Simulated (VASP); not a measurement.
Wanted: the native input for a VASP 6.6.1 run.

* Task: single point
* Functional: PBE
* Potentials or basis: VASP PAW PBE potentials, release 64 (In_d, Sb)
* Cutoff: 520 eV
* k mesh: 10 × 10 × 10
* Occupations: gaussian, width 0.15 eV
* Spin: no spin polarisation
* Dipole correction: no
* Further INCAR settings: ALGO = Normal; EDIFF = 1e-06; NBANDS = 22

The structure of InSb3 lies in POSCAR:

```
InSb3
1.0
    4.5816154202      0.0000000000      0.0000000000
    0.0000000000      4.5816154202      0.0000000000
    0.0000000000      0.0000000000      5.1726438094
In Sb
1 3
Direct
    0.0000000000      0.0000000000      0.0000000000
    0.5000000000      0.0000000000      0.5000000000
    0.0000000000      0.5000000000      0.5000000000
    0.5000000000      0.5000000000      0.0000000000
```

This cell differs from its parent crystal: volume 27.145 Å^3 an atom, c/a of the conventional cell 1.1290.

One way to write it, as run:

INCAR

```
PREC = Accurate ; ENCUT = 520
EDIFF = 1E-6 ; ISMEAR = 0
SIGMA = 0.15 ; LREAL = False
LASPH = True ; NELM = 100
ALGO = Normal ; ISIF = 2
LWAVE = False ; LCHARG = False
GGA = PE ; NBANDS = 22
```

KPOINTS

```
regular mesh
0
Gamma
  10 10 10
```

Potentials or basis: VASP PAW PBE potentials, release 64 (In_d, Sb).

Launch:

```bash
$ cat potpaw_PBE.64/In_d/POTCAR potpaw_PBE.64/Sb/POTCAR > POTCAR
$ mpirun -np 1 vasp_std > vasp.out
```

Results of the run:

```yaml
Pressure: 1.4 GPa
Band_gap_on_the_k_mesh: zero (band 14 reaches 10.61 eV, above the bottom of band 15 at 6.70 eV)
```

Caveat: spin-orbit coupling is left out, which moves the levels of the heavy elements.

Run time: 62 s on 1 thread of Intel(R) Xeon(R) 6975P-C (Granite Rapids), with other jobs on the host, peak memory 0.42 GiB.
